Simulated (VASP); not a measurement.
A run of VASP 6.6.1 is set up as follows.

INCAR

```
SYSTEM = H3C8Cl
ALGO = Normal ; EDIFF = 1E-6
ENCUT = 520 ; GGA = PS
ISIF = 2 ; ISMEAR = 0
LASPH = .TRUE. ; LCHARG = .FALSE.
LREAL = Auto ; LWAVE = .FALSE.
NBANDS = 60 ; NELM = 60
PREC = Accurate ; SIGMA = 0.05
```

Contents of KPOINTS:

```
k-points
0
G
  3 3 1
  0 0 0
```

The input POSCAR:

```
H3C8Cl
1.0
    5.0487420000      0.0000000000      0.0000000000
    2.5243710000      4.3723390000      0.0000000000
    0.0000000000      0.0000000000     15.7764260000
H C Cl
6 16 2
Direct
    0.1666667848      0.1666666285      0.0633857123
    0.6666667848      0.1666666285      0.0633857123
    0.1666666285      0.6666667429      0.0633857123
    0.6666666285      0.6666667429      0.0633857123
   -0.0030088332      0.4994827711      0.3634803599
    0.5035421134      0.4994205619      0.3634805500
    0.1666667848      0.1666666285      0.1331099959
    0.6666667848      0.1666666285      0.1331099959
    0.1666666285      0.6666667429      0.1331099959
    0.6666666285      0.6666667429      0.1331099959
   -0.1666666285      0.3333332571      0.1657717027
    0.3333333715      0.3333332571      0.1657717027
   -0.1666667848      0.8333333715      0.1657717027
    0.3333332152      0.8333333715      0.1657717027
   -0.1655058607      0.3309887454      0.2641681963
    0.3310413384      0.3379248498      0.2625244146
   -0.1678540149      0.8320871277      0.2641755490
    0.3357739301      0.8320766071      0.2641726333
    0.0039029956     -0.0077770731      0.2955037472
    0.4960273785      0.0079131559      0.2949245285
   -0.0024777699      0.4995191361      0.2937920160
    0.5029444970      0.4995335449      0.2937918892
    0.0364631841     -0.0729275566      0.4097152929
    0.4665384556      0.0669325960      0.4085083022
```

Potentials or basis: VASP PAW PBE potentials, release 64 (H, C, Cl).

Command:

```sh
$ cat potpaw_PBE.64/H/POTCAR potpaw_PBE.64/C/POTCAR potpaw_PBE.64/Cl/POTCAR > POTCAR
$ mpirun -np 1 vasp_std > vasp.out
```

Task: Predict the largest force.

Result: 1.443 eV/Å.

Task: Predict the band gap on the k mesh.

Result: 1.68 eV, direct.

Forces on the atoms (eV/Å):
```
H    0.010 -0.005 -0.328
H   -0.010 -0.005 -0.328
H    0.000  0.034 -0.293
H    0.000 -0.025 -0.293
H    0.003 -0.001  0.039
H   -0.003  0.000  0.038
C   -0.015  0.028  1.177
C    0.015  0.028  1.177
C    0.000 -0.024  1.392
C    0.000 -0.025  1.443
C    0.000 -0.558 -0.929
C    0.000 -0.019 -1.302
C   -0.134  0.284 -0.959
C    0.134  0.284 -0.960
C    0.003 -0.016  0.008
C   -0.002 -0.001  0.018
C   -0.003  0.009  0.008
C    0.002  0.011  0.009
C   -0.004 -0.002  0.101
C    0.004 -0.004  0.112
C    0.007  0.003 -0.002
C   -0.007 -0.001 -0.002
Cl   0.001  0.013 -0.064
Cl  -0.001 -0.008 -0.065
```

Caveat: the k points lie up to 0.48 Å⁻¹ apart; the PAW data sets were made with another functional, which shifts forces and pressure a little.
